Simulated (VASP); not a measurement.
Set up this calculation in VASP 6.6.1, as the native input.

```yaml
Task: relaxation of cell and atoms
Functional: PBEsol
Potentials_or_basis: VASP PAW PBE potentials, release 64 (Mg, Rh_pv)
Cutoff: 600 eV
k_mesh: 16 × 16 × 16
Occupations: fermi-dirac, width 0.1 eV
Spin: no spin polarisation
Dipole_correction: no
Further_INCAR_settings: ALGO = Normal; EDIFF = 1e-06; IBRION = 2; EDIFFG = -0.002; NSW = 100; ISIF = 3
```

The structure of MgRh lies in POSCAR:

```
MgRh
1.0
    3.0992000000      0.0000000000      0.0000000000
    0.0000000000      3.0992000000      0.0000000000
    0.0000000000      0.0000000000      3.0992000000
Mg Rh
1 1
Direct
    0.0000000000      0.0000000000      0.0000000000
    0.5000000000      0.5000000000      0.5000000000
```

The input as run:

INCAR

```
SYSTEM = MgRh
PREC = Accurate
ENCUT = 600
EDIFF = 1E-6
ISMEAR = -1
SIGMA = 0.1
LREAL = .False.
LASPH = .True.
NELM = 100
ALGO = Normal
ISIF = 3
LWAVE = .False.
LCHARG = .False.
GGA = PS
IBRION = 2
NSW = 100
EDIFFG = -0.002
```

KPOINTS

```
regular mesh
0
Gamma
  16 16 16
  0 0 0
```

Potentials or basis: VASP PAW PBE potentials, release 64 (Mg, Rh_pv).

Launch:

```console
$ cat potpaw_PBE.64/Mg/POTCAR potpaw_PBE.64/Rh_pv/POTCAR > POTCAR
$ mpirun -np 1 vasp_std > vasp.out
```

It gave:

```
Relaxed volume                         : 14.68 Å³/atom
Relaxed cell                           : a = 3.085 Å, b = 3.085 Å, c = 3.085 Å, α = 90.00°, β = 90.00°, γ = 90.00°
Space group after relaxing (to 0.05 Å) : Pm-3m (No. 221)
Energy gained by relaxing              : 1.2 meV/atom
Ionic steps                            : 6
Pressure after relaxing                : 0.0 GPa
```

Caveat: the PAW data sets were made with another functional, which shifts forces and pressure a little.

Run time: 3.2 min on 1 thread of Oxide Virtual Turin-like Processor, on a shared host, peak memory 0.2 GiB.
